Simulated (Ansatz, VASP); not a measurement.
One calculation of SiGe3Ru2, two programs

```
Si Ge Ru
1.0
     5.47240    0.00000    0.00000
    -2.73620    4.73924    0.00000
     0.00000    0.00000    3.96491
Si Ge Ru
1 3 2
Direct
  0.00000 0.00000 0.00000
  0.50000 0.00000 0.50000
  0.50000 0.50000 0.50000
  0.00000 0.50000 0.50000
  0.33333 0.66667 0.00000
  0.66667 0.33333 0.00000
```

Change from the starting cell: species swapped into the ErB2Ru3 type (P6/mmm, No. 191).

Alike in both runs: functional PBE; k mesh 6 × 6 × 4; occupations gaussian, width 0.1 eV; no spin polarisation.

Ansatz relaxed the structure, and its values are those at the end. VASP's run is a single point on that final structure, the one shown.

|  | VASP | Ansatz |
| --- | --- | --- |
| version | VASP 6.6.1 | Ansatz 0.2.0 |
| potentials or method | VASP PAW PBE potentials, release 64 (Si, Ge_d, Ru_pv), cutoff 520 eV | scalar-relativistic, plane waves, PAW |
| valence electrons in the cell | 74 | 78 |

|  | VASP | Ansatz | Ansatz less VASP |
| --- | --- | --- | --- |
| gap on the k mesh at the Fermi level (eV) | none | none | - |
| pressure (GPa) | -0.1 | -0.2 | -0.11 |

A gap of «none» marks a metal or a gap that the smearing closes. VASP's potentials hold 74 valence electrons a cell and Ansatz's 78, so a difference there can come from the potentials and not from the codes.

The k mesh is coarse, so the values compare programs but aren't converged.
